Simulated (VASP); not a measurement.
# Zr3TiN4 (P4/mmm) in VASP: single point with PBE

Aim: the single point of Zr3TiN4 with PBE.

Program: VASP 6.6.1. These are calculated values, not measurements. Logs are shortened: lines on timing, memory, paths and dates and some standing lists are left out, and cuts for length are marked.

### 1 The cell of the first run

The structure is tetragonal, space group P4/mmm (No. 123). Conventional cell: a = 3.204 Å, b = 3.204 Å, c = 9.033 Å, α = 90.00°, β = 90.00°, γ = 90.00°. Zr (site symmetry 4mm) has 6 N at 2.18 to 2.33 Å within 2.9 Å. Within 3.0 Å of Zr (site symmetry 4/mmm) lie 6 N at 2.27 to 2.32 Å. Ti (site symmetry 4/mmm) has 6 N at 2.19 to 2.27 Å within 2.9 Å. Within 2.9 Å of N (site symmetry 4/mmm) lie 2 Zr at 2.18 Å and 4 Ti at 2.27 Å. Within 2.9 Å of N (site symmetry 4mm) lie 1 Ti at 2.19 Å and 5 Zr at 2.27 to 2.32 Å. N (site symmetry 4/mmm) has 6 Zr at 2.27 to 2.33 Å within 3.0 Å.

### 2 Single point, PBE

INCAR reads:

```
ALGO = Normal
EDIFF = 1E-6
ENCUT = 520
GGA = PE
ISIF = 2
ISMEAR = 0
LASPH = T
LCHARG = F
LREAL = F
LWAVE = F
NBANDS = 44
NELM = 80
PREC = Accurate
SIGMA = 0.1
```

KPOINTS reads:

```
k-points
0
Gamma
  12 12 4
```

POSCAR reads:

```
Zr3TiN4
1.0
    3.2039331076      0.0000000000      0.0000000000
    0.0000000000      3.2039331076      0.0000000000
    0.0000000000      0.0000000000      9.0330581855
Zr Ti N
3 1 4
Direct
    0.0000000000      0.0000000000      0.7416330335
    0.0000000000      0.0000000000      0.2583669665
    0.5000000000      0.5000000000      0.0000000000
    0.5000000000      0.5000000000      0.5000000000
    0.0000000000      0.0000000000      0.5000000000
    0.5000000000      0.5000000000      0.2572521078
    0.0000000000      0.0000000000      0.0000000000
    0.5000000000      0.5000000000      0.7427478922
```

Potentials or basis: VASP PAW PBE potentials, release 64 (Zr_sv, Ti_sv, N).

On the command line:

```sh
$ cat potpaw_PBE.64/Zr_sv/POTCAR potpaw_PBE.64/Ti_sv/POTCAR potpaw_PBE.64/N/POTCAR > POTCAR
$ mpirun -np 1 vasp_std > vasp.out
```

OUTCAR:

```text
EDIFF = 1E-6
   ENCUT = 520
   GGA = PE
   ISIF = 2
   ISMEAR = 0
   LASPH = T
   LREAL = F
   NELM = 80
   PREC = Accurate

 ion  position               nearest neighbor table
   1  0.000  0.000  0.742-   5 2.18   8 2.27   8 2.27   8 2.27   8 2.27   7 2.33   4 3.15   4 3.15
                             4 3.15   4 3.15   3 3.25   3 3.25   3 3.25   3 3.25
   2  0.000  0.000  0.258-   5 2.18   6 2.27   6 2.27   6 2.27   6 2.27   7 2.33   4 3.15   4 3.15
                             4 3.15   4 3.15   3 3.25   3 3.25   3 3.25   3 3.25
   3  0.500  0.500  0.000-   7 2.27   7 2.27   7 2.27   7 2.27   8 2.32   6 2.32   2 3.25   2 3.25
                             1 3.25   2 3.25   1 3.25   1 3.25   2 3.25   1 3.25
   4  0.500  0.500  0.500-   6 2.19   8 2.19   5 2.27   5 2.27   5 2.27   5 2.27   2 3.15   2 3.15
                             1 3.15   2 3.15   1 3.15   1 3.15   2 3.15   1 3.15
   5  0.000  0.000  0.500-   1 2.18   2 2.18   4 2.27   4 2.27   4 2.27   4 2.27
   6  0.500  0.500  0.257-   4 2.19   2 2.27   2 2.27   2 2.27   2 2.27   3 2.32
   7  0.000  0.000  0.000-   3 2.27   3 2.27   3 2.27   3 2.27   1 2.33   2 2.33
   8  0.500  0.500  0.743-   4 2.19   1 2.27   1 2.27   1 2.27   1 2.27   3 2.32

  LATTYP: Found a simple tetragonal cell.
 ALAT       =     3.2039331076
 C/A-ratio  =     2.8193654119

  Lattice vectors:

 A1 = (   3.2039331076,   0.0000000000,   0.0000000000)
 A2 = (   0.0000000000,   3.2039331076,   0.0000000000)
 A3 = (   0.0000000000,   0.0000000000,   9.0330581855)

Analysis of symmetry for initial positions (statically):
=====================================================================
 Subroutine PRICEL returns:
 Original cell was already a primitive cell.

 Routine SETGRP: Setting up the symmetry group for a
 simple tetragonal supercell.

 Subroutine GETGRP returns: Found 16 space group operations
 (whereof 16 operations were pure point group operations)
 out of a pool of 16 trial point group operations.

The static configuration has the point symmetry D_4h.

Analysis of symmetry for dynamics (positions and initial velocities):
=====================================================================
 Subroutine PRICEL returns:
 Original cell was already a primitive cell.

 Routine SETGRP: Setting up the symmetry group for a
 simple tetragonal supercell.

 Subroutine GETGRP returns: Found 16 space group operations
 (whereof 16 operations were pure point group operations)
 out of a pool of 16 trial point group operations.

The dynamic configuration has the point symmetry D_4h.

[... 117 lines left out ...]
   ISYM   =      2    0-nonsym 1-usesym 2-fastsym
   POTIM  = 0.5000    time-step for ionic-motion
   TEBEG  =    0.0;   TEEND  =   0.0 temperature during run
   PSTRESS=    0.0 pullay stress
   NELECT =      68.0000    total number of electrons
   NUPDOWN=      -1.0000    fix difference up-down
   EMIN   =  10.00;   EMAX   =-10.00  energy-range for DOS
   EFERMI =   0.00;   METHOD = LEGACY
   ISMEAR =     0;   SIGMA  =   0.10  broadening in eV -4-tet -1-fermi 0-gaus
   EFERMI_NEDOS =   21; number of points for ismear=-14 and -15
   IALGO  =     38    algorithm
   IMIX   =      4    mixing-type and parameters
     AMIX     =   0.40;   BMIX     =  1.00
     AMIX_MAG =   1.60;   BMIX_MAG =  1.00
  volume/ion in A,a.u.               =      11.59        78.22
  Fermi-wavevector in a.u.,A,eV,Ry     =   1.476309  2.789819 29.653734  2.179488
  Thomas-Fermi vector in A             =   2.590851
   LORBIT       =      0    0 simple, 1 ext, 2 COOP (PROOUT), +10 PAW based schemes
   GGA     = PE    functional components
   LHFCALC =     F    Hartree Fock is set to
   AEXX    =    0.0000 exact exchange contribution
   IVDW    =     0    specifies the selected vdW correction
   LEPSILON=     F    determine dielectric tensor
   LRPA    =     F    only Hartree local field effects (RPA)
 non-spin polarized calculation
 Gauss-broadening in eV      SIGMA  =   0.10
  energy-cutoff  :      520.00
  volume of cell :       92.73
 maximum number of plane-waves:      2536
 NGX is ok and might be reduce to    24
   NGX = 11   NGY = 11   NGZ = 33

 number of electron      67.9999996 magnetization

 Free energy of the ion-electron system (eV)
  ---------------------------------------------------
  ext. energy  EPLUGINS =         0.00000000
  ---------------------------------------------------
  free energy    TOTEN  =       -80.41401368 eV

  energy without entropy =      -80.39714376  energy(sigma->0) =      -80.40557872

 E-fermi :  11.6440     XC(G=0): -12.5259

 val. band max:       11.6378704580   @ k =   0.2500   0.0833   0.5000
 cond. band min:      11.6535683677   @ k =   0.4167   0.3333   0.2500
 fundamental gap:      0.0156979097
 Fermi energy:        11.6439934823

 k-point     1 :       0.0000    0.0000    0.0000
  band No.  band energies     occupation
      1     -46.3103      2.00000
      2     -37.8754      2.00000
      3     -37.7541      2.00000
      4     -37.7204      2.00000
      5     -22.5528      2.00000
      6     -22.5257      2.00000
[... 1117 lines left out ...]
     43      15.3669      0.00000
     44      15.5181      0.00000

 [... further k-points ...]

------------------------ aborting loop because EDIFF is reached ----------------------------------------

  FORCE on cell =-STRESS in cart. coord.  units (eV):
  Direction    XX          YY          ZZ          XY          YZ          ZX
  --------------------------------------------------------------------------------------
  -------------------------------------------------------------------------------------
  Total        0.1453888      0.1453888      0.1709978      0.0000000      0.0000000     -0.0000000
  in kB        2.5121166      2.5121166      2.9546045      0.0000000      0.0000000     -0.0000000
  external PRESSURE =       2.6596126 kB  Pullay stress =       0.0000000 kB

 VOLUME and BASIS-vectors are now :
 -----------------------------------------------------------------------------
  energy-cutoff  :      520.00
  volume of cell :       92.73
      direct lattice vectors                 reciprocal lattice vectors
     3.203933108  0.000000000  0.000000000     0.312116379  0.000000000  0.000000000
     0.000000000  3.203933108  0.000000000     0.000000000  0.312116379  0.000000000
     0.000000000  0.000000000  9.033058185     0.000000000  0.000000000  0.110704479

 POSITION                                       TOTAL-FORCE (eV/Angst)
 -----------------------------------------------------------------------------------
      0.00000      0.00000      6.69921        -0.000000     -0.000000     -0.001271
      0.00000      0.00000      2.33384        -0.000000     -0.000000      0.001271
      1.60197      1.60197      0.00000        -0.000000     -0.000000      0.000000
      1.60197      1.60197      4.51653        -0.000000     -0.000000      0.000000
      0.00000      0.00000      4.51653        -0.000000     -0.000000      0.000000
      1.60197      1.60197      2.32377         0.000000     -0.000000     -0.005706
      0.00000      0.00000      0.00000        -0.000000     -0.000000      0.000000
      1.60197      1.60197      6.70928        -0.000000      0.000000      0.005706
 -----------------------------------------------------------------------------------
    total drift:                                0.000000     -0.000000     -0.000000

  FREE ENERGIE OF THE ION-ELECTRON SYSTEM (eV)
  ---------------------------------------------------
  free  energy   TOTEN  =       -80.4140136842 eV

  energy  without entropy=      -80.3971437624  energy(sigma->0) =      -80.40557872
```

OSZICAR:

```text
N       E                     dE             d eps       ncg     rms          rms(c)
DAV:   1     0.802785648787E+03    0.80279E+03   -0.35228E+04  7392   0.168E+03
DAV:   2     0.974630880830E+01   -0.79304E+03   -0.75933E+03  7936   0.504E+02
DAV:   3    -0.894485804706E+02   -0.99195E+02   -0.96993E+02 10716   0.159E+02
DAV:   4    -0.961781530748E+02   -0.67296E+01   -0.67035E+01 11104   0.376E+01
DAV:   5    -0.964989638737E+02   -0.32081E+00   -0.32064E+00 10808   0.738E+00    0.434E+01
DAV:   6    -0.833927514790E+02    0.13106E+02   -0.12531E+02 10152   0.510E+01    0.237E+01
DAV:   7    -0.836206234878E+02   -0.22787E+00   -0.13003E+02 11060   0.518E+01    0.153E+01
DAV:   8    -0.818206270537E+02    0.18000E+01   -0.19191E+01  9828   0.190E+01    0.108E+01
DAV:   9    -0.804254226077E+02    0.13952E+01   -0.96582E+00 10960   0.145E+01    0.322E+00
DAV:  10    -0.804291592063E+02   -0.37366E-02   -0.72783E-01  9672   0.386E+00    0.161E+00
DAV:  11    -0.804302890587E+02   -0.11299E-02   -0.44273E-01 11268   0.278E+00    0.950E-01
DAV:  12    -0.804155710583E+02    0.14718E-01   -0.16273E-01 11272   0.178E+00    0.380E-01
DAV:  13    -0.804148144068E+02    0.75665E-03   -0.28937E-02 10856   0.754E-01    0.202E-01
DAV:  14    -0.804140005260E+02    0.81388E-03   -0.46996E-03 11064   0.289E-01    0.348E-02
DAV:  15    -0.804140960685E+02   -0.95542E-04   -0.55092E-04 10548   0.112E-01    0.662E-02
DAV:  16    -0.804140126229E+02    0.83446E-04   -0.44073E-04 10564   0.841E-02    0.594E-03
DAV:  17    -0.804140134612E+02   -0.83827E-06   -0.10907E-05  9896   0.165E-02    0.463E-03
DAV:  18    -0.804140136842E+02   -0.22299E-06   -0.22540E-06  6588   0.739E-03
   1 F= -.80414014E+02 E0= -.80405579E+02  d E =-.168699E-01
```

stdout:

```text
POSCAR found type information on POSCAR ZrTiN
 POSCAR found :  3 types and       8 ions
 scaLAPACK will be used
 LDA part: xc-table for (Slater+PW92), standard interpolation
 POSCAR, INCAR and KPOINTS ok, starting setup
 FFT: planning ... GRIDC
 FFT: planning ... GRID_SOFT
 FFT: planning ... GRID
 WAVECAR not read
 entering main loop
```

Run time: 5.4 min. Hardware: 1 thread of AMD EPYC 7R43 (Zen 3), shared host; peak memory 0.36 GiB.

What came out:

```yaml
Free_energy: -80.4140 eV
Pressure: 0.3 GPa
Largest_force: 0.006 eV/Å
Band_gap_on_the_k_mesh: zero (bands 34 and 35 overlap by 3.09 eV)
```

Forces on the atoms (eV/Å):
```
Zr   0.000  0.000 -0.001
Zr   0.000  0.000  0.001
Zr   0.000  0.000  0.000
Ti   0.000  0.000  0.000
N    0.000  0.000  0.000
N    0.000  0.000 -0.006
N    0.000  0.000  0.000
N    0.000  0.000  0.006
```

Levels at points of the mesh, in eV from the Fermi level:
```csv
k point,band 31,band 32,band 33,band 34,band 35,band 36,band 37,band 38
"(0.00, 0.00, 0.00)",-2.51,-2.51,-2.50,-2.22,-2.01,-0.45,-0.45,-0.42
"(0.50, 0.00, 0.00)",-4.86,-4.33,0.81,1.08,1.26,1.97,2.05,2.52
"(0.50, 0.50, 0.00)",-3.25,-3.08,-3.08,-2.91,0.73,0.73,1.37,1.37
"(0.00, 0.00, 0.50)",-2.98,-2.97,-2.97,-2.88,-1.13,-0.87,0.30,0.30
"(0.50, 0.00, 0.50)",-4.90,-4.83,0.93,0.94,1.22,2.05,2.12,2.25
"(0.50, 0.50, 0.50)",-4.09,-4.09,-1.36,-1.36,-1.21,-1.21,1.72,1.93
```
